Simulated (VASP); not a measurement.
# ZrB (I4/mmm) in VASP: a series of runs, part 2 of 3

VASP 6.6.1. Earlier steps stand in the parts before.

## 3. Single point, PBEsol

This run uses another cell than the first one, of the same volume but with other edges.

Contents of INCAR:

```
PREC = Accurate
ENCUT = 520
EDIFF = 1E-7
ISMEAR = 0
SIGMA = 0.15
LREAL = F
LASPH = T
NELM = 100
ALGO = Normal
ISIF = 2
LWAVE = F
LCHARG = F
GGA = PS
NBANDS = 14
```

Contents of KPOINTS:

```
Automatic mesh
0
Gamma
  20 20 20
```

Contents of POSCAR:

```
ZrB
1.0
    0.0000000000      2.0714437955      2.9290215268
    2.0714437955      0.0000000000      2.9290215268
    2.0714437955      2.0714437955      0.0000000000
Zr B
1 1
Direct
    0.0000000000      0.0000000000      0.0000000000
    0.5000000000      0.5000000000      0.5000000000
```

Potentials or basis: VASP PAW PBE potentials, release 64 (Zr_sv, B).

On the command line:

```sh
$ cat potpaw_PBE.64/Zr_sv/POTCAR potpaw_PBE.64/B/POTCAR > POTCAR
$ mpirun -np 1 vasp_std > vasp.out
```

OUTCAR:

```text
PREC = Accurate
   ENCUT = 520
   EDIFF = 1E-7
   ISMEAR = 0
   LREAL = F
   LASPH = T
   NELM = 100
   ISIF = 2
   GGA = PS

 ion  position               nearest neighbor table
   1  0.000  0.000  0.000-   2 2.07   2 2.07   2 2.07   2 2.07   2 2.93   2 2.93
   2  0.500  0.500  0.500-   1 2.07   1 2.07   1 2.07   1 2.07   1 2.93   1 2.93

  LATTYP: Found a body centered tetragonal cell.
 ALAT       =     2.9294639093
 C/A-ratio  =     1.9996979772

  Lattice vectors:

 A1 = (  -2.0714437955,   0.0000000000,   2.9290215268)
 A2 = (   2.0714437955,   0.0000000000,   2.9290215268)
 A3 = (   0.0000000000,   2.0714437955,  -2.9290215268)

Analysis of symmetry for initial positions (statically):
=====================================================================
 Subroutine PRICEL returns:
 Original cell was already a primitive cell.

 Routine SETGRP: Setting up the symmetry group for a
 body centered tetragonal supercell.

 Subroutine GETGRP returns: Found 16 space group operations
 (whereof 16 operations were pure point group operations)
 out of a pool of 16 trial point group operations.

The static configuration has the point symmetry D_4h.

Analysis of symmetry for dynamics (positions and initial velocities):
=====================================================================
 Subroutine PRICEL returns:
 Original cell was already a primitive cell.

 Routine SETGRP: Setting up the symmetry group for a
 body centered tetragonal supercell.

 Subroutine GETGRP returns: Found 16 space group operations
 (whereof 16 operations were pure point group operations)
 out of a pool of 16 trial point group operations.

The dynamic configuration has the point symmetry D_4h.

 Subroutine INISYM returns: Found 16 space group operations
 (whereof 16 operations are pure point group operations),
 and found     1 'primitive' translations

----------------------------------------------------------------------------------------

                                     Primitive cell

  volume of cell :      25.1362

  direct lattice vectors                    reciprocal lattice vectors
     0.000000000  2.071443796  2.929021527    -0.241377536  0.241377536  0.170705471
     2.071443796  0.000000000  2.929021527     0.241377536 -0.241377536  0.170705471
     2.071443796  2.071443796  0.000000000     0.241377536  0.241377536 -0.170705471

  length of vectors
     3.587484704  3.587484704  2.929463909     0.381662925  0.381662925  0.381662925

  position of ions in fractional coordinates (direct lattice)
     0.000000000  0.000000000  0.000000000
     0.500000000  0.500000000  0.500000000

  ion indices of the primitive-cell ions
   primitive index   ion index
                 1           1
                 2           2

----------------------------------------------------------------------------------------

 KPOINTS: Automatic mesh

Automatic generation of k-mesh.
 Grid dimensions read from file:
 generate k-points for:   20   20   20

 Generating k-lattice:

  Cartesian coordinates                     Fractional coordinates (reciprocal lattice)
    -0.012068877  0.012068877  0.008535274     0.050000000 -0.000000000  0.000000000
     0.012068877 -0.012068877  0.008535274    -0.000000000  0.050000000  0.000000000
[... 41 lines left out ...]
   number of dos      NEDOS =    301   number of ions     NIONS =      2
   total plane-waves  NPLWV =  18816
   dimension x,y,z NGX =    28 NGY =   28 NGZ =   24
   dimension x,y,z NGXF=    56 NGYF=   56 NGZF=   48
   ions per type =               1   1
   NGX,Y,Z   is equivalent  to a cutoff of  12.98, 12.98, 13.62 a.u.
   NGXF,Y,Z  is equivalent  to a cutoff of  25.95, 25.95, 27.24 a.u.
 SYSTEM =  unknown system
   PREC   = accura    normal or accurate (medium, high low for compatibility)
   ISTART =      0    job   : 0-new  1-cont  2-samecut
   ICHARG =      2    charge: 1-file 2-atom 10-const
   ISPIN  =      1    spin polarized calculation?
   LNONCOLLINEAR =      F non collinear calculations
   LSORBIT =      F    spin-orbit coupling
   LASPH  =      T    aspherical Exc in radial PAW
   ENCUT  =  520.0 eV  38.22 Ry    6.18 a.u.   6.67  6.67  5.45*2*pi/ulx,y,z
   NELM   =    100;   NELMIN=  2; NELMDL= -5     # of ELM steps
   EDIFF  = 0.1E-06   stopping-criterion for ELM
   LREAL  =      F    real-space projection
   EDIFFG = 0.1E-05   stopping-criterion for IOM
   NSW    =      0    number of steps for IOM
   IBRION =     -1    ionic relax: 0-MD 1-quasi-New 2-CG
   NFREE  =      0    steps in history (QN), initial steepest desc. (CG)
   ISIF   =      2    stress and relaxation
   ISYM   =      2    0-nonsym 1-usesym 2-fastsym
   POTIM  = 0.5000    time-step for ionic-motion
   TEBEG  =    0.0;   TEEND  =   0.0 temperature during run
   PSTRESS=    0.0 pullay stress
   NELECT =      15.0000    total number of electrons
   NUPDOWN=      -1.0000    fix difference up-down
   EMIN   =  10.00;   EMAX   =-10.00  energy-range for DOS
   EFERMI =   0.00;   METHOD = LEGACY
   ISMEAR =     0;   SIGMA  =   0.15  broadening in eV -4-tet -1-fermi 0-gaus
   EFERMI_NEDOS =   21; number of points for ismear=-14 and -15
   IALGO  =     38    algorithm
   IMIX   =      4    mixing-type and parameters
     AMIX     =   0.40;   BMIX     =  1.00
     AMIX_MAG =   1.60;   BMIX_MAG =  1.00
  volume/ion in A,a.u.               =      12.57        84.81
  Fermi-wavevector in a.u.,A,eV,Ry     =   1.378285  2.604581 25.846565  1.899669
  Thomas-Fermi vector in A             =   2.503360
   LORBIT       =      0    0 simple, 1 ext, 2 COOP (PROOUT), +10 PAW based schemes
   GGA     = PS    functional components
   LHFCALC =     F    Hartree Fock is set to
   AEXX    =    0.0000 exact exchange contribution
   IVDW    =     0    specifies the selected vdW correction
   LEPSILON=     F    determine dielectric tensor
   LRPA    =     F    only Hartree local field effects (RPA)
 non-spin polarized calculation
 Gauss-broadening in eV      SIGMA  =   0.15
  energy-cutoff  :      520.00
  volume of cell :       25.14
 maximum number of plane-waves:       695
   NGX = 13   NGY = 13   NGZ = 11

 number of electron      15.0000000 magnetization

 Free energy of the ion-electron system (eV)
  ---------------------------------------------------
  ext. energy  EPLUGINS =         0.00000000
  ---------------------------------------------------
  free energy    TOTEN  =       -14.10537631 eV

  energy without entropy =      -14.09255717  energy(sigma->0) =      -14.09896674

 E-fermi :   9.2752     XC(G=0): -12.1339

 val. band max:        9.2719956127   @ k =  -0.3000   0.0000   0.3000
 cond. band min:       9.2753674774   @ k =   0.4000   0.0500   0.3000
 fundamental gap:      0.0033718647
 Fermi energy:         9.2751786215

 k-point     1 :       0.0000    0.0000    0.0000
  band No.  band energies     occupation
      1     -37.7747      2.00000
      2     -15.7472      2.00000
      3     -15.4717      2.00000
      4     -15.4717      2.00000
      5       0.7379      2.00000
      6       8.4139      2.00000
      7       9.0391      1.97399
      8      11.3271      0.00000
      9      12.5595      0.00000
     10      12.5595      0.00000
     11      13.6646      0.00000
     12      13.6646      0.00000
     13      14.3072      0.00000
     14      21.0850      0.00000
[... 377 lines left out ...]
      1     -37.6118      2.00000
      2     -16.8087      2.00000
      3     -15.7880      2.00000
      4     -15.2965      2.00000
      5       3.9918      2.00000
      6       6.3868      2.00000
      7       6.9184      2.00000
      8       7.4536      2.00000
      9      12.9554      0.00000
     10      14.2219      0.00000
     11      16.0485      0.00000
     12      17.6216      0.00000
     13      19.0136      0.00000
     14      24.5176      0.00000

 [... further k-points ...]

------------------------ aborting loop because EDIFF is reached ----------------------------------------

  FORCE on cell =-STRESS in cart. coord.  units (eV):
  Direction    XX          YY          ZZ          XY          YZ          ZX
  --------------------------------------------------------------------------------------
  -------------------------------------------------------------------------------------
  Total       15.8140481     15.8140481     -3.9136219      0.0000000      0.0000000      0.0000000
  in kB     1007.9866282   1007.9866282   -249.4540650      0.0000000      0.0000000      0.0000000
  external PRESSURE =     588.8397305 kB  Pullay stress =       0.0000000 kB

 VOLUME and BASIS-vectors are now :
 -----------------------------------------------------------------------------
  energy-cutoff  :      520.00
  volume of cell :       25.14
      direct lattice vectors                 reciprocal lattice vectors
     0.000000000  2.071443796  2.929021527    -0.241377536  0.241377536  0.170705471
     2.071443796  0.000000000  2.929021527     0.241377536 -0.241377536  0.170705471
     2.071443796  2.071443796  0.000000000     0.241377536  0.241377536 -0.170705471

 POSITION                                       TOTAL-FORCE (eV/Angst)
 -----------------------------------------------------------------------------------
      0.00000      0.00000      0.00000         0.000000     -0.000000     -0.000000
      2.07144      2.07144      2.92902        -0.000000      0.000000      0.000000
 -----------------------------------------------------------------------------------
    total drift:                               -0.000000     -0.000000      0.000000

  FREE ENERGIE OF THE ION-ELECTRON SYSTEM (eV)
  ---------------------------------------------------
  free  energy   TOTEN  =       -14.1053763117 eV

  energy  without entropy=      -14.0925571737  energy(sigma->0) =      -14.09896674
```

It took 2.4 min on 1 thread of Intel Xeon Platinum 8488C (Sapphire Rapids), shared host; peak memory 0.34 GiB.

Results:

| Property | Result |
| --- | --- |
| Free energy | -14.1054 eV |
| Pressure | 58.9 GPa |
| Band gap on the k mesh | zero (an odd number of electrons rules out a gap without spin polarisation) |

Caveat: the stress differs along the axes, from -25 to 101 GPa; the PAW data sets were made with another functional, which shifts forces and pressure a little; an odd number of electrons without spin polarisation forces a metal; a magnetic or distorted state may lie lower.

## 4. Single point, PBEsol

This run uses another cell than the first one, of the same volume but with other edges.

Contents of INCAR:

```
SYSTEM = ZrB
ALGO = Normal
EDIFF = 1E-6
ENCUT = 520
GGA = PS
ISIF = 2
ISMEAR = 0
LASPH = .TRUE.
LCHARG = .TRUE.
LELF = .TRUE.
LREAL = .FALSE.
LVHAR = .TRUE.
LWAVE = .FALSE.
NBANDS = 14
NELM = 80
PREC = Accurate
SIGMA = 0.15
```

Contents of KPOINTS:

```
k-points
0
G
  20 20 20
  0 0 0
```

Contents of POSCAR:

```
ZrB
1.0
    0.0000000000      2.4544262213      2.0862622881
    2.4544262213      0.0000000000      2.0862622881
    2.4544262213      2.4544262213      0.0000000000
Zr B
1 1
Direct
    0.0000000000      0.0000000000      0.0000000000
    0.5000000000      0.5000000000      0.5000000000
```

Potentials or basis: VASP PAW PBE potentials, release 64 (Zr_sv, B).

On the command line:

```sh
$ cat potpaw_PBE.64/Zr_sv/POTCAR potpaw_PBE.64/B/POTCAR > POTCAR
$ mpirun -np 1 vasp_std > vasp.out
```

OUTCAR:

```text
SYSTEM = ZrB
   EDIFF = 1E-6
   ENCUT = 520
   GGA = PS
   ISIF = 2
   ISMEAR = 0
   LASPH = .TRUE.
   LREAL = .FALSE.
   NELM = 80
   PREC = Accurate

 ion  position               nearest neighbor table
   1  0.000  0.000  0.000-   2 2.09   2 2.09   2 2.45   2 2.45   2 2.45   2 2.45
   2  0.500  0.500  0.500-   1 2.09   1 2.09   1 2.45   1 2.45   1 2.45   1 2.45

  LATTYP: Found a body centered tetragonal cell.
 ALAT       =     3.4710828500
 C/A-ratio  =     1.2020815280

  Lattice vectors:

 A1 = (   0.0000000000,  -2.4544262213,  -2.0862622881)
 A2 = (   0.0000000000,   2.4544262213,  -2.0862622881)
 A3 = (   2.4544262213,   0.0000000000,   2.0862622881)

Analysis of symmetry for initial positions (statically):
=====================================================================
 Subroutine PRICEL returns:
 Original cell was already a primitive cell.

 Routine SETGRP: Setting up the symmetry group for a
 body centered tetragonal supercell.

 Subroutine GETGRP returns: Found 16 space group operations
 (whereof 16 operations were pure point group operations)
 out of a pool of 16 trial point group operations.

The static configuration has the point symmetry D_4h.

Analysis of symmetry for dynamics (positions and initial velocities):
=====================================================================
 Subroutine PRICEL returns:
 Original cell was already a primitive cell.

 Routine SETGRP: Setting up the symmetry group for a
 body centered tetragonal supercell.

 Subroutine GETGRP returns: Found 16 space group operations
 (whereof 16 operations were pure point group operations)
 out of a pool of 16 trial point group operations.

The dynamic configuration has the point symmetry D_4h.

 Subroutine INISYM returns: Found 16 space group operations
 (whereof 16 operations are pure point group operations),
 and found     1 'primitive' translations

----------------------------------------------------------------------------------------

                                     Primitive cell

[... 121 lines left out ...]
 non-spin polarized calculation
 Gauss-broadening in eV      SIGMA  =   0.15
  energy-cutoff  :      520.00
  volume of cell :       25.14
 maximum number of plane-waves:       708
   NGX = 11   NGY = 11   NGZ = 13

 number of electron      15.0000000 magnetization

 Free energy of the ion-electron system (eV)
  ---------------------------------------------------
  ext. energy  EPLUGINS =         0.00000000
  ---------------------------------------------------
  free energy    TOTEN  =       -16.01656277 eV

  energy without entropy =      -16.00127293  energy(sigma->0) =      -16.00891785

 E-fermi :   9.2164     XC(G=0): -12.2875

 val. band max:        9.2147882125   @ k =   0.4500  -0.0000   0.2000
 cond. band min:       9.2246161556   @ k =   0.2500   0.0000   0.0000
 fundamental gap:      0.0098279432
 Fermi energy:         9.2164136132

 k-point     1 :       0.0000    0.0000    0.0000
  band No.  band energies     occupation
      1     -37.8040      2.00000
      2     -15.8101      2.00000
      3     -15.5015      2.00000
      4     -15.5015      2.00000
      5       0.6553      2.00000
      6      10.2946      0.00000
      7      10.2946      0.00000
      8      11.6568      0.00000
      9      12.0894      0.00000
     10      12.3309      0.00000
     11      12.3309      0.00000
     12      12.4707      0.00000
     13      13.9788      0.00000
     14      20.2843      0.00000
[... 377 lines left out ...]
      1     -37.7005      2.00000
      2     -16.4510      2.00000
      3     -15.6709      2.00000
      4     -15.6704      2.00000
      5       3.4296      2.00000
      6       6.4202      2.00000
      7       7.4477      2.00000
      8       8.5968      2.00000
      9      13.7101      0.00000
     10      13.7492      0.00000
     11      14.8231      0.00000
     12      19.2220      0.00000
     13      19.6969      0.00000
     14      21.0416      0.00000

 [... further k-points ...]

------------------------ aborting loop because EDIFF is reached ----------------------------------------

  FORCE on cell =-STRESS in cart. coord.  units (eV):
  Direction    XX          YY          ZZ          XY          YZ          ZX
  --------------------------------------------------------------------------------------
  -------------------------------------------------------------------------------------
  Total        1.7821885      1.7821885     12.1008953      0.0000000      0.0000000     -0.0000000
  in kB      113.5966067    113.5966067    771.3104573      0.0000000      0.0000000     -0.0000000
  external PRESSURE =     332.8345569 kB  Pullay stress =       0.0000000 kB

 VOLUME and BASIS-vectors are now :
 -----------------------------------------------------------------------------
  energy-cutoff  :      520.00
  volume of cell :       25.14
      direct lattice vectors                 reciprocal lattice vectors
     0.000000000  2.454426221  2.086262288    -0.203713599  0.203713599  0.239663058
     2.454426221  0.000000000  2.086262288     0.203713599 -0.203713599  0.239663058
     2.454426221  2.454426221  0.000000000     0.203713599  0.203713599 -0.239663058

 POSITION                                       TOTAL-FORCE (eV/Angst)
 -----------------------------------------------------------------------------------
      0.00000      0.00000      0.00000        -0.000000      0.000000      0.000000
      2.45443      2.45443      2.08626         0.000000     -0.000000      0.000000
 -----------------------------------------------------------------------------------
    total drift:                                0.000000     -0.000000     -0.000000

  FREE ENERGIE OF THE ION-ELECTRON SYSTEM (eV)
  ---------------------------------------------------
  free  energy   TOTEN  =       -16.0165627679 eV

  energy  without entropy=      -16.0012729275  energy(sigma->0) =      -16.00891785
```

OSZICAR:

```text
N       E                     dE             d eps       ncg     rms          rms(c)
DAV:   1     0.965529695559E+02    0.96553E+02   -0.79268E+03 17988   0.104E+03
DAV:   2    -0.138961857643E+02   -0.11045E+03   -0.10454E+03 22192   0.286E+02
DAV:   3    -0.177711896255E+02   -0.38750E+01   -0.38347E+01 26614   0.453E+01
DAV:   4    -0.178481107717E+02   -0.76921E-01   -0.76894E-01 21468   0.599E+00
DAV:   5    -0.178499839441E+02   -0.18732E-02   -0.18731E-02 26634   0.638E-01    0.262E+01
DAV:   6    -0.160267896349E+02    0.18232E+01   -0.30453E+00 21236   0.146E+01    0.986E+00
DAV:   7    -0.160130228417E+02    0.13767E-01   -0.28793E-01 24852   0.385E+00    0.418E+00
DAV:   8    -0.160171386170E+02   -0.41158E-02   -0.37446E-02 23584   0.166E+00    0.482E-01
DAV:   9    -0.160165176418E+02    0.62098E-03   -0.18675E-03 20756   0.331E-01    0.163E-01
DAV:  10    -0.160165677295E+02   -0.50088E-04   -0.34710E-04 19316   0.221E-01    0.281E-02
DAV:  11    -0.160165635885E+02    0.41410E-05   -0.18318E-05 22024   0.474E-02    0.395E-03
DAV:  12    -0.160165627679E+02    0.82054E-06   -0.61981E-07 12558   0.861E-03
   1 F= -.16016563E+02 E0= -.16008918E+02  d E =-.152898E-01
```

stdout:

```text
POSCAR found type information on POSCAR ZrB
 POSCAR found :  2 types and       2 ions
 scaLAPACK will be used
 -----------------------------------------------------------------------------
|                                                                             |
|                                                                             |
|     You enforced a specific xc type in the INCAR file but a different       |
|     I HOPE YOU KNOW WHAT YOU ARE DOING!                                     |
|                                                                             |
 -----------------------------------------------------------------------------

 LDA part: xc-table for (Slater+PW92), standard interpolation
 POSCAR, INCAR and KPOINTS ok, starting setup
 FFT: planning ... GRIDC
 FFT: planning ... GRID_SOFT
 FFT: planning ... GRID
 WAVECAR not read
 entering main loop
```

Wall time 91 s (1 thread of Intel Xeon Platinum 8488C (Sapphire Rapids), shared host); peak memory 0.34 GiB.

What came out:

```yaml
Free_energy: -16.0166 eV
Pressure: 33.3 GPa
Band_gap_on_the_k_mesh: zero (an odd number of electrons rules out a gap without spin polarisation)
```

Stress tensor (GPa, compression positive):
```
11.36  0.00  0.00
 0.00 11.36  0.00
 0.00  0.00 77.13
```

Caveat: the stress differs along the axes, from 11 to 77 GPa; the PAW data sets were made with another functional, which shifts forces and pressure a little; an odd number of electrons without spin polarisation forces a metal; a magnetic or distorted state may lie lower.

(Part 2 of 3 ends here.)
